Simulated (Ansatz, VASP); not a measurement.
**One calculation of Pt9Rh7, two programs**

```xyz
16
Lattice="-3.9046 3.9060 -3.9092 3.9045 3.9058 3.9090 3.9046 -3.9059 -3.9090" Properties=species:S:1:pos:R:3 pbc="T T T"
Rh    1.9406   -1.9487   -3.9073
Rh    3.9080   -1.9489   -1.9438
Rh    0.0210   -0.0063   -3.9072
Rh    3.9252    1.9571   -1.9252
Rh    0.0210    3.9206   -3.9073
Rh    0.0034    1.9571   -1.9616
Rh    0.0207    5.8631   -1.9804
Pt    1.9459    1.9570   -3.9073
Pt    1.9636   -0.0060   -1.9629
Pt   -1.9208    1.9572   -3.9073
Pt    1.9636    3.9202   -1.9630
Pt    0.0034    0.0129   -7.8164
Pt    1.9825    1.9571    0.0019
Pt   -1.9410    3.8999   -1.9427
Pt    0.0035    3.9014    0.0017
Pt    5.8681    0.0143   -1.9424
```

Alike in both runs: functional PBE; k mesh 3 × 3 × 3; occupations gaussian, width 0.1 eV; no spin polarisation.

Ansatz relaxed the structure, and its values are those at the end. VASP's run is a single point on that final structure, the one shown.

```csv
,VASP,Ansatz
version,VASP 6.6.1,Ansatz 0.2.0
potentials or method,"VASP PAW PBE potentials, release 64 (Rh_pv, Pt), cutoff 520 eV","scalar-relativistic, plane waves, PAW"
valence electrons in the cell,195,281
```

```csv
,VASP,Ansatz,Ansatz less VASP
gap on the k mesh at the Fermi level (eV),none,none,-
pressure (GPa),-0.3,0.0,+0.32
```

A gap of «none» marks a metal or a gap that the smearing closes. VASP's potentials hold 195 valence electrons a cell and Ansatz's 281, so a difference there can come from the potentials and not from the codes.

The k mesh is coarse, so the values compare programs but aren't converged. Neither program's run includes spin-orbit coupling.
